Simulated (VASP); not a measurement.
Input of a VASP 6.6.1 run:

File INCAR:

```
PREC     = Accurate       # precision mode
ENCUT    = 520            # plane-wave cutoff, eV
EDIFF    = 1E-6           # SCF threshold, eV
ISMEAR   = -1             # smearing method
SIGMA    = 0.1            # smearing width, eV
LREAL    = Auto         
LASPH    = True           # aspherical terms in the spheres
NELM     = 100            # most SCF steps
ALGO     = Normal         # electronic algorithm
ISIF     = 2              # what is computed and relaxed
LWAVE    = False          # write WAVECAR
LCHARG   = False          # write CHGCAR
GGA      = PE             # functional
NBANDS   = 50             # bands
```

KPOINTS

```
Automatic mesh
0
Gamma
  4 4 1
```

POSCAR

```
Be27S
1.0
    6.8700000000      0.0000000000      0.0000000000
    3.4350000000      5.9495950000      0.0000000000
    0.0000000000      0.0000000000     14.5884300000
Be S
27 1
Direct
    0.0000000000      0.0000000000      0.0685474722
    0.3333333333      0.0000000000      0.0685474722
    0.6666666667      0.0000000000      0.0685474722
    0.0000000280      0.3333332773      0.0685474722
    0.3333333613      0.3333332773      0.0685474722
    0.6666666947      0.3333332773      0.0685474722
    0.0000000560      0.6666665546      0.0685474722
    0.3333333894      0.6666665546      0.0685474722
    0.6666667227      0.6666665546      0.0685474722
   -0.1122194900      0.2265804647      0.1967984903
    0.2222222409      0.2222221849      0.1881902302
    0.5523056919      0.2265804647      0.1967984903
   -0.1122194972      0.5523056611      0.1967984903
    0.2265805028      0.5523056611      0.1967984903
    0.5555556022      0.5555554622      0.1877766148
   -0.1111111204      0.8888889076      0.1907542484
    0.2265805280      0.8877804288      0.1967984903
    0.5523057099      0.8877804288      0.1967984903
   -0.0018659149     -0.0018658413      0.3163919627
    0.3287252045      0.0092162576      0.3170927920
    0.6703984228     -0.0018658413      0.3163919627
    0.0092162775      0.3287252326      0.3170927920
    0.3287251566      0.3287252326      0.3170927920
    0.6726194528      0.3214277610      0.3226175812
   -0.0018658693      0.6703984053      0.3163919627
    0.3214277106      0.6726193968      0.3226175812
    0.6726195593      0.6726193968      0.3226175812
    0.5555556022      0.5555554622      0.4251002335
```

Potentials or basis: VASP PAW PBE potentials, release 64 (Be, S).

Launch:

```sh
$ cat potpaw_PBE.64/Be/POTCAR potpaw_PBE.64/S/POTCAR > POTCAR
$ mpirun -np 1 vasp_std > vasp.out
```

(1) Estimate the largest force.

(2) What does it give for the band gap on the k mesh?

Results:

(1) 0.358 eV/Å.

(2) zero (bands 30 and 31 overlap by 0.08 eV).
